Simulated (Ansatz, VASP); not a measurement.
# One calculation of InSb, two programs

```
In Sb
1.0
     3.10730    0.00000    0.00000
     0.00000    3.10730    0.00000
     0.00000    0.00000    6.18414
In Sb
1 1
Direct
  0.00000 0.00000 0.00000
  0.00000 0.00000 0.50000
```

Alike in both runs: task single point; functional PBE; k mesh 14 × 14 × 8; occupations gaussian, width 0.1 eV; no spin polarisation.

```csv
,VASP,Ansatz
version,VASP 6.6.1,Ansatz 0.2.0
potentials or method,"VASP PAW PBE potentials, release 64 (In_d, Sb), cutoff 520 eV","scalar-relativistic, plane waves, PAW"
valence electrons in the cell,18,28
```

|  | VASP | Ansatz | Ansatz less VASP |
| --- | --- | --- | --- |
| gap on the k mesh at the Fermi level (eV) | none | none | - |
| pressure (GPa) | -0.2 | -0.2 | +0.03 |
| traceless stress, the component that is largest in VASP (GPa) | 0.77 | 0.77 | +0.005 |

A gap of «none» marks a metal or a gap that the smearing closes. VASP's potentials hold 18 valence electrons a cell and Ansatz's 28, so a difference there can come from the potentials and not from the codes.

Spin-orbit coupling is off throughout.
